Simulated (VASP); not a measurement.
# BaTiO3 (Barioperovskite) in VASP: notebook

BaTiO3 (Barioperovskite) is run at these levels: PBEsol; tasks: single point.

Everything below comes from runs of VASP 6.6.1. Logs are shortened: lines on timing, memory, paths and dates and some standing lists are left out, and cuts for length are marked.

### 1 The cell of the first run

The structure is cubic, space group Pm-3m (No. 221). The conventional cell has a = 3.807 Å, b = 3.807 Å, c = 3.807 Å, α = 90.00°, β = 90.00°, γ = 90.00°. Within 3.5 Å of Ba (site symmetry m-3m) lie 12 O at 2.69 Å and 8 Ti at 3.30 Å. Within 2.5 Å of Ti (site symmetry m-3m) lie 6 O at 1.90 Å. O (site symmetry 4/mmm) has 2 Ti at 1.90 Å within 2.5 Å.

### 2 Single point, PBEsol

INCAR reads:

```
PREC = Accurate
ENCUT = 520
EDIFF = 1E-7
ISMEAR = -1
SIGMA = 0.05
LREAL = False
LASPH = True
NELM = 60
ALGO = Normal
ISIF = 2
LWAVE = False
LCHARG = False
GGA = PS
NBANDS = 28
```

KPOINTS reads:

```
regular mesh
0
Gamma
  7 7 7
```

POSCAR reads:

```
BaTiO3
1.0
    3.8070949474      0.0000000000      0.0000000000
    0.0000000000      2.6920228746      2.6920234000
    0.0000000000     -2.6920228746      2.6920234000
Ba Ti O
1 1 3
Direct
    0.0000000000     -0.0006233675     -0.0006233675
    0.5000000000      0.4993755428      0.4993755428
    0.5000000000      0.9993750787      0.4993767443
    0.5000000000      0.4993767443      0.9993750787
    0.0000000000      0.4993760017      0.4993760017
```

Potentials or basis: VASP PAW PBE potentials, release 64 (Ba_sv, Ti_sv, O).

Command:

```console
$ cat potpaw_PBE.64/Ba_sv/POTCAR potpaw_PBE.64/Ti_sv/POTCAR potpaw_PBE.64/O/POTCAR > POTCAR
$ mpirun -np 1 vasp_std > vasp.out
```

OUTCAR:

```text
PREC = Accurate
   ENCUT = 520
   EDIFF = 1E-7
   ISMEAR = -1
   LREAL = False
   LASPH = True
   NELM = 60
   ISIF = 2
   GGA = PS

 ion  position               nearest neighbor table
   1  0.000  0.999  0.999-   5 2.69   4 2.69   3 2.69   3 2.69   4 2.69   5 2.69   5 2.69   4 2.69
                             3 2.69   3 2.69   4 2.69   5 2.69   2 3.30   2 3.30   2 3.30   2 3.30
   2  0.500  0.499  0.499-   3 1.90   4 1.90   5 1.90   5 1.90   3 1.90   4 1.90   1 3.30   1 3.30
                             1 3.30   1 3.30   1 3.30   1 3.30   1 3.30   1 3.30
   3  0.500  0.999  0.499-   2 1.90   2 1.90   1 2.69   1 2.69   1 2.69   1 2.69
   4  0.500  0.499  0.999-   2 1.90   2 1.90   1 2.69   1 2.69   1 2.69   1 2.69
   5  0.000  0.499  0.499-   2 1.90   2 1.90   1 2.69   1 2.69   1 2.69   1 2.69

  LATTYP: Found a simple cubic cell.
 ALAT       =     3.8070949474

  Lattice vectors:

 A1 = (   3.8070949474,   0.0000000000,   0.0000000000)
 A2 = (   0.0000000000,   2.6920228746,   2.6920234000)
 A3 = (   0.0000000000,  -2.6920228746,   2.6920234000)

Analysis of symmetry for initial positions (statically):
=====================================================================
 Subroutine PRICEL returns:
 Original cell was already a primitive cell.

 Routine SETGRP: Setting up the symmetry group for a
 simple cubic supercell.

 Subroutine GETGRP returns: Found 48 space group operations
 (whereof  4 operations were pure point group operations)
 out of a pool of 48 trial point group operations.

The static configuration has the point symmetry C_2v.
 The point group associated with its full space group is O_h .

Analysis of symmetry for dynamics (positions and initial velocities):
=====================================================================
 Subroutine PRICEL returns:
 Original cell was already a primitive cell.

 Routine SETGRP: Setting up the symmetry group for a
 simple cubic supercell.

 Subroutine GETGRP returns: Found 48 space group operations
 (whereof  4 operations were pure point group operations)
 out of a pool of 48 trial point group operations.

The dynamic configuration has the point symmetry C_2v.
 The point group associated with its full space group is O_h .

 Subroutine INISYM returns: Found 48 space group operations
 (whereof  4 operations are pure point group operations),
 and found     1 'primitive' translations

----------------------------------------------------------------------------------------

                                     Primitive cell

  volume of cell :      55.1799

[... 90 lines left out ...]
   LREAL  =      F    real-space projection
   EDIFFG = 0.1E-05   stopping-criterion for IOM
   NSW    =      0    number of steps for IOM
   IBRION =     -1    ionic relax: 0-MD 1-quasi-New 2-CG
   NFREE  =      0    steps in history (QN), initial steepest desc. (CG)
   ISIF   =      2    stress and relaxation
   ISYM   =      2    0-nonsym 1-usesym 2-fastsym
   POTIM  = 0.5000    time-step for ionic-motion
   TEBEG  =    0.0;   TEEND  =   0.0 temperature during run
   PSTRESS=    0.0 pullay stress
   NELECT =      40.0000    total number of electrons
   NUPDOWN=      -1.0000    fix difference up-down
   EMIN   =  10.00;   EMAX   =-10.00  energy-range for DOS
   EFERMI =   0.00;   METHOD = LEGACY
   ISMEAR =    -1;   SIGMA  =   0.05  broadening in eV -4-tet -1-fermi 0-gaus
   EFERMI_NEDOS =   21; number of points for ismear=-14 and -15
   IALGO  =     38    algorithm
   IMIX   =      4    mixing-type and parameters
     AMIX     =   0.40;   BMIX     =  1.00
     AMIX_MAG =   1.60;   BMIX_MAG =  1.00
  volume/ion in A,a.u.               =      11.04        74.47
  Fermi-wavevector in a.u.,A,eV,Ry     =   1.470622  2.779073 29.425717  2.162729
  Thomas-Fermi vector in A             =   2.585857
   LORBIT       =      0    0 simple, 1 ext, 2 COOP (PROOUT), +10 PAW based schemes
   GGA     = PS    functional components
   LHFCALC =     F    Hartree Fock is set to
   AEXX    =    0.0000 exact exchange contribution
   IVDW    =     0    specifies the selected vdW correction
   LEPSILON=     F    determine dielectric tensor
   LRPA    =     F    only Hartree local field effects (RPA)
 non-spin polarized calculation
  energy-cutoff  :      520.00
  volume of cell :       55.18
 maximum number of plane-waves:      1503
   NGX = 15   NGY = 15   NGZ = 15

 number of electron      39.9999988 magnetization

 Free energy of the ion-electron system (eV)
  ---------------------------------------------------
  ext. energy  EPLUGINS =         0.00000000
  ---------------------------------------------------
  free energy    TOTEN  =       -41.23470981 eV

  energy without entropy =      -41.23470981  energy(sigma->0) =      -41.23470981

 E-fermi :   5.9249     XC(G=0): -12.3259

 val. band max:        4.9818127921   @ k =   0.0000   0.0000   0.0000
 cond. band min:       6.9002682598   @ k =   0.0000   0.0000   0.0000
 fundamental gap:      1.9184554676
 Fermi energy:         5.9248843803

 k-point     1 :       0.0000    0.0000    0.0000
  band No.  band energies     occupation
      1     -50.7725      2.00000
      2     -27.2055      2.00000
      3     -27.2055      2.00000
      4     -27.2054      2.00000
      5     -19.5987      2.00000
      6     -12.1565      2.00000
[... 609 lines left out ...]
     27      14.2478      0.00000
     28      14.2478      0.00000

------------------------ aborting loop because EDIFF is reached ----------------------------------------

  FORCE on cell =-STRESS in cart. coord.  units (eV):
  Direction    XX          YY          ZZ          XY          YZ          ZX
  --------------------------------------------------------------------------------------
  -------------------------------------------------------------------------------------
  Total       11.4272128     11.4272147     11.4272191      0.0000000      0.0000000     -0.0000000
  in kB      331.7948321    331.7948865    331.7950161      0.0000000      0.0000000     -0.0000000
  external PRESSURE =     331.7949116 kB  Pullay stress =       0.0000000 kB

 VOLUME and BASIS-vectors are now :
 -----------------------------------------------------------------------------
  energy-cutoff  :      520.00
  volume of cell :       55.18
      direct lattice vectors                 reciprocal lattice vectors
     3.807094947  0.000000000  0.000000000     0.262667471  0.000000000  0.000000000
     0.000000000  2.692022875  2.692023400     0.000000000  0.185733934  0.185733898
     0.000000000 -2.692022875  2.692023400     0.000000000 -0.185733934  0.185733898

 POSITION                                       TOTAL-FORCE (eV/Angst)
 -----------------------------------------------------------------------------------
      0.00000      0.00000      5.38069         0.000000     -0.000000     -0.000000
      1.90355      0.00000      2.68866         0.000000     -0.000000     -0.000000
      1.90355      1.34601      4.03467         0.000000      0.000000      0.000000
      1.90355     -1.34601      4.03467         0.000000      0.000000      0.000000
      0.00000      0.00000      2.68866         0.000000     -0.000000     -0.000000
 -----------------------------------------------------------------------------------
    total drift:                                0.000000      0.000001      0.021250

  FREE ENERGIE OF THE ION-ELECTRON SYSTEM (eV)
  ---------------------------------------------------
  free  energy   TOTEN  =       -41.2347098088 eV

  energy  without entropy=      -41.2347098085  energy(sigma->0) =      -41.23470981
```

OSZICAR:

```text
N       E                     dE             d eps       ncg     rms          rms(c)
DAV:   1     0.447971426295E+03    0.44797E+03   -0.21080E+04  1120   0.161E+03
DAV:   2    -0.324618368875E+01   -0.45122E+03   -0.42841E+03  1252   0.446E+02
DAV:   3    -0.487139106573E+02   -0.45468E+02   -0.45022E+02  1496   0.139E+02
DAV:   4    -0.509757071538E+02   -0.22618E+01   -0.22573E+01  1692   0.263E+01
DAV:   5    -0.510220173195E+02   -0.46310E-01   -0.46295E-01  1492   0.332E+00    0.275E+01
DAV:   6    -0.412322707340E+02    0.97897E+01   -0.47018E+01  1556   0.715E+01    0.109E+01
DAV:   7    -0.412840976263E+02   -0.51827E-01   -0.61900E+00  1404   0.188E+01    0.840E+00
DAV:   8    -0.412641897892E+02    0.19908E-01   -0.10026E+00  1304   0.101E+01    0.193E+00
DAV:   9    -0.412422195558E+02    0.21970E-01   -0.18841E-01  1420   0.414E+00    0.891E-01
DAV:  10    -0.412393934060E+02    0.28261E-02   -0.74788E-02  1376   0.186E+00    0.686E-01
DAV:  11    -0.412349789579E+02    0.44144E-02   -0.25414E-02  1628   0.141E+00    0.141E-01
DAV:  12    -0.412347193304E+02    0.25963E-03   -0.14986E-03  1328   0.397E-01    0.526E-02
DAV:  13    -0.412347452787E+02   -0.25948E-04   -0.12612E-04  1436   0.744E-02    0.612E-02
DAV:  14    -0.412347118262E+02    0.33452E-04   -0.19844E-04  1616   0.142E-01    0.137E-02
DAV:  15    -0.412347104811E+02    0.13451E-05   -0.13956E-05  1400   0.375E-02    0.820E-03
DAV:  16    -0.412347098841E+02    0.59698E-06   -0.34852E-06  1380   0.123E-02    0.295E-03
DAV:  17    -0.412347098088E+02    0.75287E-07   -0.35289E-07  1080   0.659E-03
   1 F= -.41234710E+02 E0= -.41234710E+02  d E =-.340643E-09
```

stdout:

```text
POSCAR found type information on POSCAR BaTiO
 POSCAR found :  3 types and       5 ions
 scaLAPACK will be used
 -----------------------------------------------------------------------------
|                                                                             |
|                                                                             |
|     You enforced a specific xc type in the INCAR file but a different       |
|     I HOPE YOU KNOW WHAT YOU ARE DOING!                                     |
|                                                                             |
 -----------------------------------------------------------------------------

 LDA part: xc-table for (Slater+PW92), standard interpolation
 POSCAR, INCAR and KPOINTS ok, starting setup
 FFT: planning ... GRIDC
 FFT: planning ... GRID_SOFT
 FFT: planning ... GRID
 WAVECAR not read
 entering main loop
```

Wall time 32 s (1 thread of Intel Xeon 6975P-C (Granite Rapids), shared host); peak memory 0.17 GiB.

Results:

| Property | Result |
| --- | --- |
| Free energy | -41.2347 eV |
| Pressure | 33.2 GPa |
| Band gap on the k mesh | 1.92 eV, direct |

Levels at points of the mesh, in eV from the valence-band top:
```
           k point  band 17  band 18  band 19  band 20  band 21  band 22  band 23  band 24
(0.00, 0.00, 0.00)    -1.42     0.00     0.00     0.00     1.92     1.92     1.92     4.81
```

Caveat: the PAW data sets were made with another functional, which shifts forces and pressure a little; spin-orbit coupling is left out, which moves the levels of the heavy elements.

(Continued in part 2 of 3.)
